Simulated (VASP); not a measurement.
# NbAs (Cmcm) in VASP: single point with PBE

Aim: the single point of NbAs with PBE.

Program: VASP 6.6.1. These are calculated values, not measurements. Logs are shortened: lines on timing, memory, paths and dates and some standing lists are left out, and cuts for length are marked.

## Step 1: The cell of the first run

It takes space group Cmcm (No. 63, orthorhombic). Conventional cell: a = 3.344 Å, b = 9.585 Å, c = 4.489 Å, α = 90.00°, β = 90.00°, γ = 90.00°. Nb (site symmetry m2m) has 7 As at 2.64 to 2.81 Å and 4 Nb at 2.89 to 3.34 Å within 3.5 Å. As (site symmetry m2m) has 7 Nb at 2.64 to 2.81 Å and 4 As at 3.18 to 3.34 Å within 3.5 Å.

## Step 2: Single point, PBE

Input file INCAR:

```
PREC = Accurate
ENCUT = 500
EDIFF = 1E-6
ISMEAR = 0
SIGMA = 0.2
LREAL = False
LASPH = True
NELM = 120
ALGO = Normal
ISIF = 2
LWAVE = False
LCHARG = True
GGA = PE
LELF = True
LVHAR = True
NBANDS = 26
GGA_COMPAT = False
```

Input file KPOINTS:

```
Automatic mesh
0
Gamma
  6 6 4
```

Input file POSCAR:

```
NbAs
1.0
    1.6719425163     -4.7923586216      0.0000000000
    1.6719425163      4.7923586216      0.0000000000
    0.0000000000      0.0000000000      4.4887143328
Nb As
2 2
Direct
    0.4049834958      0.5950165042      0.7500000000
    0.5950165042      0.4049834958      0.2500000000
    0.1177609595      0.8822390405      0.7500000000
    0.8822390405      0.1177609595      0.2500000000
```

Potentials or basis: VASP PAW PBE potentials, release 64 (Nb_sv, As).

Run with:

```
cat potpaw_PBE.64/Nb_sv/POTCAR potpaw_PBE.64/As/POTCAR > POTCAR
mpirun -np 1 vasp_std > vasp.out
```

OUTCAR:

```text
PREC = Accurate
   ENCUT = 500
   EDIFF = 1E-6
   ISMEAR = 0
   LREAL = False
   LASPH = True
   NELM = 120
   ISIF = 2
   GGA = PE

 ion  position               nearest neighbor table
   1  0.405  0.595  0.750-   3 2.64   3 2.64   3 2.75   4 2.81   4 2.81   4 2.81   4 2.81   2 2.89
                             2 2.89
   2  0.595  0.405  0.250-   4 2.64   4 2.64   4 2.75   3 2.81   3 2.81   3 2.81   3 2.81   1 2.89
                             1 2.89
   3  0.118  0.882  0.750-   1 2.64   1 2.64   1 2.75   2 2.81   2 2.81   2 2.81   2 2.81
   4  0.882  0.118  0.250-   2 2.64   2 2.64   2 2.75   1 2.81   1 2.81   1 2.81   1 2.81

  LATTYP: Found a base centered orthorhombic cell.
 ALAT       =     3.3438850326
 B/A-ratio  =     2.8663417401
 C/A-ratio  =     1.3423650302

  Lattice vectors:

 A1 = (   1.6719425163,  -4.7923586216,   0.0000000000)
 A2 = (   1.6719425163,   4.7923586216,   0.0000000000)
 A3 = (   0.0000000000,   0.0000000000,   4.4887143328)

Analysis of symmetry for initial positions (statically):
=====================================================================
 Subroutine PRICEL returns:
 Original cell was already a primitive cell.

 Routine SETGRP: Setting up the symmetry group for a
 base centered orthorhombic supercell.

 Subroutine GETGRP returns: Found  8 space group operations
 (whereof  4 operations were pure point group operations)
 out of a pool of  8 trial point group operations.

The static configuration has the point symmetry C_2h.
 The point group associated with its full space group is D_2h.

Analysis of symmetry for dynamics (positions and initial velocities):
=====================================================================
 Subroutine PRICEL returns:
 Original cell was already a primitive cell.

 Routine SETGRP: Setting up the symmetry group for a
 base centered orthorhombic supercell.

 Subroutine GETGRP returns: Found  8 space group operations
 (whereof  4 operations were pure point group operations)
 out of a pool of  8 trial point group operations.

The dynamic configuration has the point symmetry C_2h.
 The point group associated with its full space group is D_2h.

 Subroutine INISYM returns: Found  8 space group operations
 (whereof  4 operations are pure point group operations),
 and found     1 'primitive' translations

----------------------------------------------------------------------------------------

                                     Primitive cell

  volume of cell :      71.9321

  direct lattice vectors                    reciprocal lattice vectors
     1.671942516 -4.792358622  0.000000000     0.299053344 -0.104332760  0.000000000
     1.671942516  4.792358622  0.000000000     0.299053344  0.104332760  0.000000000
     0.000000000  0.000000000  4.488714333     0.000000000  0.000000000  0.222780940

  length of vectors
     5.075637195  5.075637195  4.488714333     0.316730528  0.316730528  0.222780940

  position of ions in fractional coordinates (direct lattice)
     0.404983496  0.595016504  0.750000000
     0.595016504  0.404983496  0.250000000
     0.117760960  0.882239040  0.750000000
     0.882239040  0.117760960  0.250000000

  ion indices of the primitive-cell ions
   primitive index   ion index
                 1           1
                 2           2
                 3           3
                 4           4

----------------------------------------------------------------------------------------

 KPOINTS: Automatic mesh

Automatic generation of k-mesh.
 Grid dimensions read from file:
 generate k-points for:    6    6    4

 Generating k-lattice:

  Cartesian coordinates                     Fractional coordinates (reciprocal lattice)
     0.049842224 -0.017388793  0.000000000     0.166666667  0.000000000  0.000000000
     0.049842224  0.017388793  0.000000000     0.000000000  0.166666667  0.000000000
     0.000000000  0.000000000  0.055695235     0.000000000  0.000000000  0.250000000

  Length of vectors
     0.052788421  0.052788421  0.055695235

  Shift w.r.t. Gamma in fractional coordinates (k-lattice)
     0.000000000  0.000000000  0.000000000

 Subroutine IBZKPT returns following result:
 ===========================================

 Found     39 irreducible k-points:

 Following reciprocal coordinates:
            Coordinates               Weight
  0.000000  0.000000  0.000000      1.000000
  0.166667  0.000000  0.000000      4.000000
  0.333333  0.000000  0.000000      4.000000
  0.500000  0.000000  0.000000      2.000000
  0.166667  0.166667  0.000000      2.000000
  0.333333  0.166667  0.000000      4.000000
[... 16 lines left out ...]
  0.333333  0.333333  0.250000      4.000000
  0.500000  0.333333  0.250000      8.000000
 [... further k-points ...]
   k-points           NKPTS =     39   k-points in BZ     NKDIM =     39   number of bands    NBANDS=     26
   number of dos      NEDOS =    301   number of ions     NIONS =      4
   total plane-waves  NPLWV =  57600
   dimension x,y,z NGX =    40 NGY =   40 NGZ =   36
   dimension x,y,z NGXF=    80 NGYF=   80 NGZF=   72
   ions per type =               2   2
   NGX,Y,Z   is equivalent  to a cutoff of  13.10, 13.10, 13.33 a.u.
   NGXF,Y,Z  is equivalent  to a cutoff of  26.20, 26.20, 26.67 a.u.
 SYSTEM =  unknown system
   PREC   = accura    normal or accurate (medium, high low for compatibility)
   ISTART =      0    job   : 0-new  1-cont  2-samecut
   ICHARG =      2    charge: 1-file 2-atom 10-const
   ISPIN  =      1    spin polarized calculation?
   LNONCOLLINEAR =      F non collinear calculations
   LSORBIT =      F    spin-orbit coupling
   LASPH  =      T    aspherical Exc in radial PAW
   ENCUT  =  500.0 eV  36.75 Ry    6.06 a.u.   9.25  9.25  8.18*2*pi/ulx,y,z
   NELM   =    120;   NELMIN=  2; NELMDL= -5     # of ELM steps
   EDIFF  = 0.1E-05   stopping-criterion for ELM
   LREAL  =      F    real-space projection
   EDIFFG = 0.1E-04   stopping-criterion for IOM
   NSW    =      0    number of steps for IOM
   IBRION =     -1    ionic relax: 0-MD 1-quasi-New 2-CG
   NFREE  =      0    steps in history (QN), initial steepest desc. (CG)
   ISIF   =      2    stress and relaxation
   ISYM   =      2    0-nonsym 1-usesym 2-fastsym
   POTIM  = 0.5000    time-step for ionic-motion
   TEBEG  =    0.0;   TEEND  =   0.0 temperature during run
   PSTRESS=    0.0 pullay stress
   NELECT =      36.0000    total number of electrons
   NUPDOWN=      -1.0000    fix difference up-down
   EMIN   =  10.00;   EMAX   =-10.00  energy-range for DOS
   EFERMI =   0.00;   METHOD = LEGACY
   ISMEAR =     0;   SIGMA  =   0.20  broadening in eV -4-tet -1-fermi 0-gaus
   EFERMI_NEDOS =   21; number of points for ismear=-14 and -15
   IALGO  =     38    algorithm
   IMIX   =      4    mixing-type and parameters
     AMIX     =   0.40;   BMIX     =  1.00
     AMIX_MAG =   1.60;   BMIX_MAG =  1.00
  volume/ion in A,a.u.               =      17.98       121.36
  Fermi-wavevector in a.u.,A,eV,Ry     =   1.299775  2.456218 22.985882  1.689415
  Thomas-Fermi vector in A             =   2.431017
   LORBIT       =      0    0 simple, 1 ext, 2 COOP (PROOUT), +10 PAW based schemes
   GGA     = PE    functional components
   LHFCALC =     F    Hartree Fock is set to
   AEXX    =    0.0000 exact exchange contribution
   IVDW    =     0    specifies the selected vdW correction
   LEPSILON=     F    determine dielectric tensor
   LRPA    =     F    only Hartree local field effects (RPA)
 non-spin polarized calculation
 Gauss-broadening in eV      SIGMA  =   0.20
  energy-cutoff  :      500.00
  volume of cell :       71.93
 maximum number of plane-waves:      1848
 NGX is ok and might be reduce to    40
   NGX = 19   NGY = 19   NGZ = 17

 number of electron      36.0000001 magnetization

 Free energy of the ion-electron system (eV)
  ---------------------------------------------------
  ext. energy  EPLUGINS =         0.00000000
  ---------------------------------------------------
  free energy    TOTEN  =       -31.64219682 eV

  energy without entropy =      -31.59506248  energy(sigma->0) =      -31.61862965

 E-fermi :   9.5233     XC(G=0): -11.6525

 val. band max:        9.5034095653   @ k =  -0.3333   0.1667   0.2500
 cond. band min:       9.5682205306   @ k =   0.5000   0.5000   0.0000
 fundamental gap:      0.0648109653
 Fermi energy:         9.5232939922

 k-point     1 :       0.0000    0.0000    0.0000
  band No.  band energies     occupation
      1     -45.7011      2.00000
      2     -45.6043      2.00000
      3     -21.9481      2.00000
      4     -21.9363      2.00000
      5     -21.7340      2.00000
      6     -21.6456      2.00000
[... 18 lines left out ...]
     25      13.0709      0.00000
     26      14.2270      0.00000

 k-point     2 :       0.1667    0.0000    0.0000
  band No.  band energies     occupation
      1     -45.6965      2.00000
      2     -45.6006      2.00000
      3     -21.9371      2.00000
      4     -21.9252      2.00000
      5     -21.8008      2.00000
      6     -21.6953      2.00000
[... 18 lines left out ...]
     25      13.4918      0.00000
     26      13.7993      0.00000

 k-point     3 :       0.3333    0.0000    0.0000
  band No.  band energies     occupation
      1     -45.6871      2.00000
      2     -45.5932      2.00000
      3     -21.9344      2.00000
      4     -21.9130      2.00000
      5     -21.9028      2.00000
      6     -21.8015      2.00000
[... 18 lines left out ...]
     25      13.4224      0.00000
     26      14.6363      0.00000

 k-point     4 :       0.5000    0.0000    0.0000
  band No.  band energies     occupation
      1     -45.6824      2.00000
      2     -45.5895      2.00000
      3     -21.9973      2.00000
      4     -21.9047      2.00000
      5     -21.8916      2.00000
      6     -21.8526      2.00000
[... 18 lines left out ...]
     25      14.2621      0.00000
     26      15.3118      0.00000

 k-point     5 :       0.1667    0.1667    0.0000
  band No.  band energies     occupation
      1     -45.6874      2.00000
      2     -45.5930      2.00000
      3     -21.9317      2.00000
      4     -21.9166      2.00000
      5     -21.9046      2.00000
      6     -21.8030      2.00000
[... 18 lines left out ...]
     25      13.9533      0.00000
     26      14.5584      0.00000

 k-point     6 :       0.3333    0.1667    0.0000
  band No.  band energies     occupation
      1     -45.6824      2.00000
      2     -45.5895      2.00000
      3     -21.9980      2.00000
      4     -21.9021      2.00000
      5     -21.8916      2.00000
      6     -21.8546      2.00000
[... 427 lines left out ...]
 k-point    21 :      -0.3333    0.1667    0.2500
  band No.  band energies     occupation
      1     -45.6818      2.00000
      2     -45.6152      2.00000
      3     -21.9724      2.00000
      4     -21.9488      2.00000
      5     -21.7855      2.00000
      6     -21.7082      2.00000
[... 18 lines left out ...]
     25      13.6799      0.00000
     26      14.1737      0.00000

 k-point    22 :      -0.1667    0.1667    0.2500
  band No.  band energies     occupation
      1     -45.6865      2.00000
      2     -45.6188      2.00000
      3     -21.9787      2.00000
      4     -21.9551      2.00000
      5     -21.7207      2.00000
      6     -21.6526      2.00000
[... 18 lines left out ...]
     25      13.5774      0.00000
     26      14.3041      0.00000

 k-point    23 :       0.3333    0.3333    0.2500
  band No.  band energies     occupation
      1     -45.6727      2.00000
      2     -45.6075      2.00000
      3     -21.9498      2.00000
      4     -21.9450      2.00000
      5     -21.9062      2.00000
      6     -21.8188      2.00000
[... 18 lines left out ...]
     25      14.3858      0.00000
     26      15.0813      0.00000

 k-point    24 :       0.5000    0.3333    0.2500
  band No.  band energies     occupation
      1     -45.6812      2.00000
      2     -45.6157      2.00000
      3     -21.9747      2.00000
      4     -21.9565      2.00000
      5     -21.7870      2.00000
      6     -21.7071      2.00000
[... 18 lines left out ...]
     25      13.7610      0.00000
     26      14.9128      0.00000

 [... further k-points ...]
[... 5 lines left out ...]
  --------------------------------------------------------------------------------------
  -------------------------------------------------------------------------------------
  Total        0.1418788     -0.2780355     -0.1565067      0.0000000      0.0000000      0.0000000
  in kB        3.1601338     -6.1928173     -3.4859480      0.0000000      0.0000000      0.0000000
  external PRESSURE =      -2.1728772 kB  Pullay stress =       0.0000000 kB

 VOLUME and BASIS-vectors are now :
 -----------------------------------------------------------------------------
  energy-cutoff  :      500.00
  volume of cell :       71.93
      direct lattice vectors                 reciprocal lattice vectors
     1.671942516 -4.792358622  0.000000000     0.299053344 -0.104332760  0.000000000
     1.671942516  4.792358622  0.000000000     0.299053344  0.104332760  0.000000000
     0.000000000  0.000000000  4.488714333     0.000000000  0.000000000  0.222780940

 POSITION                                       TOTAL-FORCE (eV/Angst)
 -----------------------------------------------------------------------------------
      1.67194      0.91071      3.36654         0.000000      0.004967     -0.000000
      1.67194     -0.91071      1.12218         0.000000     -0.004967      0.000000
      1.67194      3.66365      3.36654         0.000000     -0.073895     -0.000000
      1.67194     -3.66365      1.12218         0.000000      0.073895     -0.000000
 -----------------------------------------------------------------------------------
    total drift:                               -0.000000     -0.000000     -0.000000

  FREE ENERGIE OF THE ION-ELECTRON SYSTEM (eV)
  ---------------------------------------------------
  free  energy   TOTEN  =       -31.6421968186 eV

  energy  without entropy=      -31.5950624796  energy(sigma->0) =      -31.61862965
```

It took 92 s on 1 thread of Intel Xeon 6975P-C, shared host; peak memory 0.25 GiB.

Results:

```
Free energy            : -31.6422 eV
Pressure               : -0.2 GPa
Largest force          : 0.074 eV/Å
Band gap on the k mesh : zero (band 18 reaches 10.48 eV, above the bottom of band 19 at 8.91 eV)
```

Forces on the atoms (eV/Å):
```
Nb   0.000  0.005  0.000
Nb   0.000 -0.005  0.000
As   0.000 -0.074  0.000
As   0.000  0.074  0.000
```

Stress tensor (GPa, compression positive):
```
 0.32  0.00  0.00
 0.00 -0.62  0.00
 0.00  0.00 -0.35
```
